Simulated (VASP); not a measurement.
# Ti (Fm-3m) in VASP: further runs

Runs on Ti. Level: r2SCAN. Tasks: single point.

Program: VASP 6.6.1. These are calculated values, not measurements. Logs are shortened: lines on timing, memory, paths and dates and some standing lists are left out, and cuts for length are marked.

## (1) The cell of the first run

Symmetry: Fm-3m, No. 225, cubic system. The conventional cell has a = 4.129 Å, b = 4.129 Å, c = 4.129 Å, α = 90.00°, β = 90.00°, γ = 90.00°. Within 3.8 Å of Ti (site symmetry m-3m) lie 12 Ti at 2.92 Å.

This isn't the form of Ti at room conditions, which is hcp.

## (2) Single point, r2SCAN

POSCAR reads:

```
Ti
1.0
    0.0000000000      2.0644976455      2.0644976455
    2.0644976455      0.0000000000      2.0644976455
    2.0644976455      2.0644976455      0.0000000000
Ti
1
Direct
    0.0000000000      0.0000000000      0.0000000000
```

INCAR.step1 reads:

```
SYSTEM = Ti
  PREC = Accurate
  ENCUT = 550
  ISMEAR = -1
  SIGMA = 0.1
  LREAL = .FALSE.
  LASPH = .TRUE.
  NELM = 120
  NBANDS = 12
  GGA = PE
  ALGO = Normal
  EDIFF = 1E-5
  LWAVE = .TRUE.
  LCHARG = .FALSE.
  GGA_COMPAT = .FALSE.
```

INCAR.step2 reads:

```
SYSTEM = Ti
  PREC = Accurate
  ENCUT = 550
  EDIFF = 1E-6
  ISMEAR = -1
  SIGMA = 0.1
  LREAL = .FALSE.
  LASPH = .TRUE.
  NELM = 120
  ALGO = Normal
  ISIF = 2
  LWAVE = .FALSE.
  LCHARG = .FALSE.
  METAGGA = R2SCAN
  LMIXTAU = .TRUE.
  NBANDS = 12
  ISTART = 1
  GGA_COMPAT = .FALSE.
```

KPOINTS reads:

```
Automatic mesh
0
G
  8 8 8
  0 0 0
```

Potentials or basis: VASP PAW PBE potentials, release 64 (Ti_sv).

The run is started by

```bash
> cat potpaw_PBE.64/Ti_sv/POTCAR > POTCAR
> cp INCAR.step1 INCAR
> mpirun -np 1 vasp_std > vasp.out
> cp INCAR.step2 INCAR
> mpirun -np 1 vasp_std > vasp.out
```

OUTCAR:

```text
SYSTEM = Ti
   PREC = Accurate
   ENCUT = 550
   EDIFF = 1E-6
   ISMEAR = -1
   LREAL = .FALSE.
   LASPH = .TRUE.
   NELM = 120
   ISIF = 2
   METAGGA = R2SCAN
   ISTART = 1

 ion  position               nearest neighbor table
   1  0.000  0.000  0.000-

  LATTYP: Found a face centered cubic cell.
 ALAT       =     4.1289952910

  Lattice vectors:

 A1 = (   0.0000000000,   2.0644976455,   2.0644976455)
 A2 = (   2.0644976455,   0.0000000000,   2.0644976455)
 A3 = (   2.0644976455,   2.0644976455,   0.0000000000)

Analysis of symmetry for initial positions (statically):
=====================================================================
 Subroutine PRICEL returns:
 Original cell was already a primitive cell.

 Routine SETGRP: Setting up the symmetry group for a
 face centered cubic supercell.

 Subroutine GETGRP returns: Found 48 space group operations
 (whereof 48 operations were pure point group operations)
 out of a pool of 48 trial point group operations.

The static configuration has the point symmetry O_h .

Analysis of symmetry for dynamics (positions and initial velocities):
=====================================================================
 Subroutine PRICEL returns:
 Original cell was already a primitive cell.

 Routine SETGRP: Setting up the symmetry group for a
 face centered cubic supercell.

 Subroutine GETGRP returns: Found 48 space group operations
 (whereof 48 operations were pure point group operations)
 out of a pool of 48 trial point group operations.

The dynamic configuration has the point symmetry O_h .

 Subroutine INISYM returns: Found 48 space group operations
 (whereof 48 operations are pure point group operations),
 and found     1 'primitive' translations

----------------------------------------------------------------------------------------

                                     Primitive cell

  volume of cell :      17.5984

  direct lattice vectors                    reciprocal lattice vectors
     0.000000000  2.064497645  2.064497645    -0.242189668  0.242189668  0.242189668
     2.064497645  0.000000000  2.064497645     0.242189668 -0.242189668  0.242189668
     2.064497645  2.064497645  0.000000000     0.242189668  0.242189668 -0.242189668

  length of vectors
     2.919640570  2.919640570  2.919640570     0.419484811  0.419484811  0.419484811

  position of ions in fractional coordinates (direct lattice)
     0.000000000  0.000000000  0.000000000

  ion indices of the primitive-cell ions
   primitive index   ion index
                 1           1
[... 74 lines left out ...]
   EDIFFG = 0.1E-04   stopping-criterion for IOM
   NSW    =      0    number of steps for IOM
   IBRION =     -1    ionic relax: 0-MD 1-quasi-New 2-CG
   NFREE  =      0    steps in history (QN), initial steepest desc. (CG)
   ISIF   =      2    stress and relaxation
   ISYM   =      2    0-nonsym 1-usesym 2-fastsym
   POTIM  = 0.5000    time-step for ionic-motion
   TEBEG  =    0.0;   TEEND  =   0.0 temperature during run
   PSTRESS=    0.0 pullay stress
   NELECT =      12.0000    total number of electrons
   NUPDOWN=      -1.0000    fix difference up-down
   EMIN   =  10.00;   EMAX   =-10.00  energy-range for DOS
   EFERMI =   0.00;   METHOD = LEGACY
   ISMEAR =    -1;   SIGMA  =   0.10  broadening in eV -4-tet -1-fermi 0-gaus
   EFERMI_NEDOS =   21; number of points for ismear=-14 and -15
   IALGO  =     38    algorithm
   IMIX   =      4    mixing-type and parameters
     AMIX     =   0.40;   BMIX     =  1.00
     AMIX_MAG =   1.60;   BMIX_MAG =  1.00
  volume/ion in A,a.u.               =      17.60       118.76
  Fermi-wavevector in a.u.,A,eV,Ry     =   1.440934  2.722971 28.249664  2.076292
  Thomas-Fermi vector in A             =   2.559623
   LORBIT       =      0    0 simple, 1 ext, 2 COOP (PROOUT), +10 PAW based schemes
   METAGGA = R2SCAN    functional components
   LHFCALC =     F    Hartree Fock is set to
   AEXX    =    0.0000 exact exchange contribution
   IVDW    =     0    specifies the selected vdW correction
   LEPSILON=     F    determine dielectric tensor
   LRPA    =     F    only Hartree local field effects (RPA)
 non-spin polarized calculation
  energy-cutoff  :      550.00
  volume of cell :       17.60
 maximum number of plane-waves:       534
 NGX is ok and might be reduce to    24
   NGX = 11   NGY = 11   NGZ = 11

 number of electron      12.0000000 magnetization

 Free energy of the ion-electron system (eV)
  ---------------------------------------------------
  ext. energy  EPLUGINS =         0.00000000
  ---------------------------------------------------
  free energy    TOTEN  =       -12.90341887 eV

  energy without entropy =      -12.85079392  energy(sigma->0) =      -12.87710640

 E-fermi :   8.1103     XC(G=0): -12.3462

 val. band max:        8.0992180322   @ k =   0.3750   0.0000   0.0000
 cond. band min:       8.1765711420   @ k =  -0.2500   0.2500   0.0000
 fundamental gap:      0.0773531098
 Fermi energy:         8.1103405403

 k-point     1 :       0.0000    0.0000    0.0000
  band No.  band energies     occupation
      1     -50.9869      2.00000
      2     -25.8042      2.00000
      3     -25.8042      2.00000
      4     -25.8042      2.00000
      5       1.6497      2.00000
      6       9.0785      0.00012
      7       9.0785      0.00012
      8       9.0785      0.00012
      9      10.8528      0.00000
     10      10.8528      0.00000
     11      23.8022      0.00000
     12      28.6226      0.00000
[... 331 lines left out ...]
 k-point    24 :      -0.3750    0.2500    0.1250
  band No.  band energies     occupation
      1     -50.8452      2.00000
      2     -26.3774      2.00000
      3     -26.0633      2.00000
      4     -25.9435      2.00000
      5       6.4494      2.00000
      6       7.2815      1.99950
      7       8.3659      0.14408
      8       9.8613      0.00000
      9      11.6925      0.00000
     10      13.8147      0.00000
     11      16.3604      0.00000
     12      21.9880      0.00000

 [... further k-points ...]
[... 5 lines left out ...]
  --------------------------------------------------------------------------------------
  -------------------------------------------------------------------------------------
  Total       -0.0754371     -0.0754371     -0.0754371     -0.0000000     -0.0000000      0.0000000
  in kB       -6.8678722     -6.8678722     -6.8678722     -0.0000000     -0.0000000      0.0000000
  external PRESSURE =      -6.8678722 kB  Pullay stress =       0.0000000 kB

 VOLUME and BASIS-vectors are now :
 -----------------------------------------------------------------------------
  energy-cutoff  :      550.00
  volume of cell :       17.60
      direct lattice vectors                 reciprocal lattice vectors
     0.000000000  2.064497645  2.064497645    -0.242189668  0.242189668  0.242189668
     2.064497645  0.000000000  2.064497645     0.242189668 -0.242189668  0.242189668
     2.064497645  2.064497645  0.000000000     0.242189668  0.242189668 -0.242189668

 POSITION                                       TOTAL-FORCE (eV/Angst)
 -----------------------------------------------------------------------------------
      0.00000      0.00000      0.00000         0.000000      0.000000      0.000000
 -----------------------------------------------------------------------------------
    total drift:                                0.000000      0.000000      0.000000

  FREE ENERGIE OF THE ION-ELECTRON SYSTEM (eV)
  ---------------------------------------------------
  free  energy   TOTEN  =       -12.9034188712 eV

  energy  without entropy=      -12.8507939249  energy(sigma->0) =      -12.87710640
```

OSZICAR.step1:

```text
N       E                     dE             d eps       ncg     rms          rms(c)
DAV:   1     0.889815636277E+02    0.88982E+02   -0.65934E+03   696   0.123E+03
DAV:   2    -0.422241497743E+01   -0.93204E+02   -0.90353E+02   704   0.299E+02
DAV:   3    -0.872104456133E+01   -0.44986E+01   -0.44505E+01   932   0.673E+01
DAV:   4    -0.883536434105E+01   -0.11432E+00   -0.11424E+00   804   0.938E+00
DAV:   5    -0.883869927565E+01   -0.33349E-02   -0.33349E-02   860   0.134E+00    0.820E+00
DAV:   6    -0.780977288349E+01    0.10289E+01   -0.21023E+00   748   0.217E+01    0.213E+00
DAV:   7    -0.779355617184E+01    0.16217E-01   -0.97141E-02   840   0.367E+00    0.127E+00
DAV:   8    -0.780194541723E+01   -0.83892E-02   -0.36921E-02   724   0.251E+00    0.182E-01
DAV:   9    -0.780222524485E+01   -0.27983E-03   -0.45480E-03   876   0.793E-01    0.860E-02
DAV:  10    -0.780224312089E+01   -0.17876E-04   -0.25997E-04   764   0.195E-01    0.237E-02
DAV:  11    -0.780222103940E+01    0.22081E-04   -0.20201E-05   780   0.581E-02    0.118E-02
DAV:  12    -0.780221938596E+01    0.16534E-05   -0.35692E-06   424   0.263E-02
   1 F= -.78022194E+01 E0= -.77718880E+01  d E =-.606627E-01
```

It took 51 s on 1 thread of Intel Xeon 8259CL, shared host; peak memory 0.14 GiB.

What came out:

* Free energy: -12.9034 eV
* Pressure: -0.7 GPa
* Band gap on the k mesh: zero (bands 6 and 7 overlap by 1.41 eV)

Caveat: the PAW data sets were made with another functional, which shifts forces and pressure a little.

## (3) Single point, r2SCAN

This run uses another cell than the first one, of 17.25 Å³/atom.

POSCAR reads:

```
Ti
1.0
    0.0000000000      2.0507796481      2.0507796481
    2.0507796481      0.0000000000      2.0507796481
    2.0507796481      2.0507796481      0.0000000000
Ti
1
Direct
    0.0000000000      0.0000000000      0.0000000000
```

INCAR.step1 reads:

```
PREC = Accurate
ENCUT = 550
ISMEAR = -1
SIGMA = 0.1
LREAL = False
LASPH = True
NELM = 120
NBANDS = 12
GGA = PE
ALGO = Normal
EDIFF = 1E-5
LWAVE = True
LCHARG = False
GGA_COMPAT = False
```

INCAR.step2 reads:

```
PREC = Accurate
ENCUT = 550
EDIFF = 1E-6
ISMEAR = -1
SIGMA = 0.1
LREAL = False
LASPH = True
NELM = 120
ALGO = Normal
ISIF = 2
LWAVE = False
LCHARG = False
METAGGA = R2SCAN
LMIXTAU = True
NBANDS = 12
ISTART = 1
GGA_COMPAT = False
```

KPOINTS reads:

```
Automatic mesh
0
Gamma
  9 9 9
```

Potentials or basis: VASP PAW PBE potentials, release 64 (Ti_sv).

The run is started by

```bash
> cat potpaw_PBE.64/Ti_sv/POTCAR > POTCAR
> cp INCAR.step1 INCAR
> mpirun -np 1 vasp_std > vasp.out
> cp INCAR.step2 INCAR
> mpirun -np 1 vasp_std > vasp.out
```

It took 52 s on 1 thread of Intel Xeon 8259CL, shared host; peak memory 0.14 GiB.

Results (log left out):

- Free energy: -12.9051 eV
- Pressure: 1.4 GPa
- Band gap on the k mesh: zero (bands 6 and 7 overlap by 1.35 eV)

Levels at points of the mesh, in eV from the Fermi level:
```
           k point  band 4  band 5  band 6  band 7  band 8  band 9
(0.00, 0.00, 0.00)  -33.83   -6.48    1.01    1.01    1.01    2.83
```

Caveat: the PAW data sets were made with another functional, which shifts forces and pressure a little.

(Part 1 of 2 ends here.)

The gap in the log of VASP goes by the Fermi energy; the results here count the filled bands.